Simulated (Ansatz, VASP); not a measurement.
Two plane-wave programs on PtSe2

File INCAR:

```
PREC     = Accurate       # precision mode
ENCUT    = 520            # plane-wave cutoff, eV
EDIFF    = 1E-6           # SCF threshold, eV
ISMEAR   = 0              # smearing method
SIGMA    = 0.15           # smearing width, eV
LREAL    = F              # projectors in reciprocal space
LASPH    = T              # aspherical terms in the spheres
NELM     = 60             # most SCF steps
ALGO     = Normal         # electronic algorithm
ISIF     = 2              # what is computed and relaxed
LWAVE    = F              # write WAVECAR
LCHARG   = F              # write CHGCAR
GGA      = PS             # functional
NBANDS   = 18             # bands
```

File KPOINTS:

```
regular mesh
0
Gamma
  12 12 10
```

POSCAR

```
PtSe2
1.0
    4.0219206530      0.0000000000      0.0000000000
   -2.0109603265      3.4830854575      0.0000000000
    0.0000000000      0.0000000000      5.4669600000
Pt Se
1 2
Direct
    0.0000000000      0.0000000000      0.0000000000
    0.3333333333      0.6666666667      0.2500000000
    0.6666666667      0.3333333333      0.7500000000
```

Input for Ansatz:

```yaml
crystal:
  lattice:
    - [4.021920653, 0.0, 0.0]
    - [-2.0109603265, 3.4830854575, 0.0]
    - [0.0, 0.0, 5.46696]
  atoms:
    - { symbol: Pt, position: [0.0, 0.0, 0.0] }
    - { symbol: Se, position: [0.3333333333, 0.6666666667, 0.25] }
    - { symbol: Se, position: [0.6666666667, 0.3333333333, 0.75] }
basis:
  ecutwfc: 420
kpoints:
  mp_grid: { grid: [12, 12, 10] }
hamiltonian:
  xc: pbesol
scf:
  occupations: { method: gaussian, width: 0.15 }
output:
  forces: true
  stress: true
  eigenvalues: true
```

Change from the starting cell: strain +0.080 along x and y, +0.080 along z, atoms carried along.

Alike in both runs: task single point; functional PBEsol; k mesh 12 × 12 × 10; occupations gaussian, width 0.15 eV; no spin polarisation.

```csv
,VASP,Ansatz
version,VASP 6.6.1,Ansatz 0.2.0
potentials or method,"VASP PAW PBE potentials, release 64 (Pt, Se), cutoff 520 eV","scalar-relativistic, plane waves, PAW"
valence electrons in the cell,22,50
```

|  | VASP | Ansatz | Ansatz less VASP |
| --- | --- | --- | --- |
| gap on the k mesh at the Fermi level (eV) | none | none | - |
| pressure (GPa) | -16.0 | -16.0 | +0.02 |
| traceless stress, the component that is largest in VASP (GPa) | 3.40 | 3.41 | +0.008 |
| rms of the force components (eV/Å) | 0.782 | 0.782 | +0.0007 |

VASP's potentials were made for PBE, not for PBEsol. Atom by atom the forces differ by 0.001 eV/Å (rms over components). A gap of «none» marks a metal or a gap that the smearing closes. VASP's potentials hold 22 valence electrons a cell and Ansatz's 50, so a difference there can come from the potentials and not from the codes.

Spin-orbit coupling is off throughout.
